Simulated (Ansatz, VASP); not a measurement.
## SnSe in VASP and in Ansatz

```
CELL_PARAMETERS angstrom
2.10246 1.21386 3.43330
-2.10246 1.21386 3.43330
0.00000 -2.42771 3.43330
ATOMIC_POSITIONS crystal
Sn 0.50000 0.50000 0.50000
Se 0.00000 0.00000 0.00000
```

Alike in both runs: task relaxation of cell and atoms; functional PBEsol; k mesh 8 × 8 × 8; occupations gaussian, width 0.02 eV; no spin polarisation.

```csv
,VASP,Ansatz
version,VASP 6.6.1,Ansatz 0.2.0
potentials or method,"VASP PAW PBE potentials, release 64 (Sn_d, Se), cutoff 600 eV","scalar-relativistic, plane waves, PAW"
valence electrons in the cell,20,30
```

|  | VASP | Ansatz | Ansatz less VASP |
| --- | --- | --- | --- |
| gap on the k mesh at the Fermi level, each at its own relaxed structure (eV) | 0.75 | 0.75 | -0.001 |
| relaxed volume (Å³/atom) | 26.29 | 26.29 | 0.000 |
| relaxed length of the cell vector where the two differ most in proportion (Å) | 4.205 | 4.205 | 0.0000 |

VASP's potentials were made for PBE, not for PBEsol. VASP's potentials hold 20 valence electrons a cell and Ansatz's 30, so a difference there can come from the potentials and not from the codes. Ansatz's warnings: structure snapped to symmetry.

Noted on VASP's run: the relaxation stopped at its first step, so nothing moved.
